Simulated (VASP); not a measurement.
Here is a VASP 6.6.1 calculation.

INCAR

```
PREC = Accurate
ENCUT = 520
EDIFF = 1E-6
ISMEAR = -1
SIGMA = 0.1
LREAL = F
LASPH = T
NELM = 100
ALGO = Normal
ISIF = 2
LWAVE = F
LCHARG = F
GGA = PE
NBANDS = 8
```

File KPOINTS:

```
Automatic mesh
0
Gamma
  21 21 21
```

File POSCAR:

```
Li
1.0
   -1.6438547832      1.6438547832      1.6438547832
    1.6438547832     -1.6438547832      1.6438547832
    1.6438547832      1.6438547832     -1.6438547832
Li
1
Direct
    0.0000000000      0.0000000000      0.0000000000
```

Potentials or basis: VASP PAW PBE potentials, release 64 (Li_sv).

Run with:

```bash
$ cat potpaw_PBE.64/Li_sv/POTCAR > POTCAR
$ mpirun -np 1 vasp_std > vasp.out
```

(1) Predict the band gap on the k mesh.

Results:

(1) zero (an odd number of electrons rules out a gap without spin polarisation).
